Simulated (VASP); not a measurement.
Wanted: the native input for a VASP 6.6.1 run.

* Task: single point
* Functional: LDA
* Potentials or basis: VASP PAW LDA potentials, release 64 (Mg)
* Cutoff: 520 eV
* k mesh: 16 × 16 × 16
* Occupations: fermi-dirac, width 0.05 eV
* Spin: no spin polarisation
* Dipole correction: no
* Further INCAR settings: ALGO = Normal; EDIFF = 1e-06; NBANDS = 7

The structure of Mg lies in POSCAR:

```
Mg
1.0
    0.0000000000      2.0575838848      2.0575838848
    2.0575838848      0.0000000000      2.0575838848
    2.0575838848      2.0575838848      0.0000000000
Mg
1
Direct
    0.0000000000      0.0000000000      0.0000000000
```

This cell differs from its parent crystal: volume scaled by 0.8.

These files were run (other wordings do the same):

INCAR

```
SYSTEM = Mg
  ALGO = Normal
  EDIFF = 1E-6
  ENCUT = 520
  ISIF = 2
  ISMEAR = -1
  LASPH = .TRUE.
  LCHARG = .TRUE.
  LELF = .TRUE.
  LREAL = .FALSE.
  LVHAR = .TRUE.
  LWAVE = .FALSE.
  NBANDS = 7
  NELM = 100
  PREC = Accurate
  SIGMA = 0.05
```

KPOINTS

```
k-points
0
G
  16 16 16
  0 0 0
```

Potentials or basis: VASP PAW LDA potentials, release 64 (Mg).

Command:

```bash
$ cat potpaw_LDA.64/Mg/POTCAR > POTCAR
$ mpirun -np 1 vasp_std > vasp.out
```

Results of the run:

```
Pressure               : 13.1 GPa
Band gap on the k mesh : zero (band 1 reaches 5.68 eV, above the bottom of band 2 at 2.75 eV)
```

Wall time 18 s on 1 thread of Intel Xeon 8259CL, with other jobs on the host, peak memory 0.14 GiB.
